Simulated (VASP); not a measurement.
Wanted: the native input for a VASP 6.6.1 run.

```yaml
Task: single point
Functional: PBE
Potentials_or_basis: VASP PAW PBE potentials, release 64 (Ba_sv, Ti_sv, O)
Cutoff: 520 eV
k_mesh: 4 × 4 × 4
Occupations: fermi-dirac, width 0.05 eV
Spin: no spin polarisation
Hubbard_terms: Ti d U = 7.0 eV
Dipole_correction: no
Further_INCAR_settings: ALGO = Normal; EDIFF = 1e-06; NBANDS = 28
```

The structure of BaTiO3 lies in POSCAR:

```
BaTiO3
1.0
    3.9998000000      0.0000000000      0.0000000000
    0.0000000000      3.9998000000      0.0000000000
    0.0000000000      0.0000000000      4.0180000000
Ba Ti O
1 1 3
Direct
    0.0000000000      0.0000000000      0.0000000000
    0.5000000000      0.5000000000      0.4900000000
    0.5000000000      0.5000000000      0.0190000000
    0.5000000000      0.0000000000      0.5170000000
    0.0000000000      0.5000000000      0.5170000000
```

One way to write it, as run:

INCAR

```
ALGO = Normal ; EDIFF = 1E-6
ENCUT = 520 ; GGA = PE
ISIF = 2 ; ISMEAR = -1
LASPH = True ; LCHARG = True
LDAU = True ; LDAUJ = 0 0 0
LDAUL = -1 2 -1 ; LDAUPRINT = 1
LDAUTYPE = 2 ; LDAUU = 0 7 0
LELF = True ; LMAXMIX = 4
LREAL = False ; LVHAR = True
LWAVE = False ; NBANDS = 28
NELM = 150 ; PREC = Accurate
SIGMA = 0.05
```

KPOINTS

```
k-points
0
Gamma
  4 4 4
```

Potentials or basis: VASP PAW PBE potentials, release 64 (Ba_sv, Ti_sv, O).

Command:

```console
$ cat potpaw_PBE.64/Ba_sv/POTCAR potpaw_PBE.64/Ti_sv/POTCAR potpaw_PBE.64/O/POTCAR > POTCAR
$ mpirun -np 1 vasp_std > vasp.out
```

It gave:

```
Pressure               : 10.0 GPa
Largest force          : 0.871 eV/Å
Band gap on the k mesh : 2.65 eV, indirect (least direct gap 2.98 eV)
```

Caveat: spin-orbit coupling is left out, which moves the levels of the heavy elements.

It took 45 s on 1 thread of Intel(R) Xeon(R) Platinum 8175M CPU @ 2.50GHz (Skylake/Cascade Lake), on a shared host, peak memory 0.19 GiB.
